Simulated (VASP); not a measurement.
B16P16H (a cell with a defect), 33 atoms in the cell. The cell holds a defect, 33 atoms: a = 7.878 Å, b = 7.878 Å, c = 7.878 Å, α = 109.47°, β = 109.47°, γ = 109.47°.  This cell differs from its parent crystal: with an interstitial atom.

```yaml
Program: VASP 6.6.1
Task: relaxation of the atoms
Functional: PBE
Potentials_or_basis: VASP PAW PBE potentials, release 64 (B, P, H)
Cutoff: 520 eV
k_mesh: 2 × 2 × 2, shifted
Occupations: gaussian, width 0.01 eV
Spin: collinear spin
Dipole_correction: no
Further_INCAR_settings: LREAL = Auto; ALGO = Normal; EDIFF = 1e-06; IBRION = 2; EDIFFG = -0.025; NSW = 65
```

Potentials or basis: VASP PAW PBE potentials, release 64 (B, P, H).

Run with:

```console
$ cat potpaw_PBE.64/B/POTCAR potpaw_PBE.64/P/POTCAR potpaw_PBE.64/H/POTCAR > POTCAR
$ mpirun -np 4 vasp_std > vasp.out
```

Hardware: 4 MPI ranks on AMD EPYC 9R45 96-Core Processor (Zen 5), with other jobs on the host.

Problem. Estimate the wall time of this run.

Solution. Run time: 2.3 min on 4 MPI ranks on AMD EPYC 9R45 96-Core Processor (Zen 5), on a shared host, peak memory 0.44 GiB a rank. Counts: scf iterations 33, k points 2, ion steps 4.
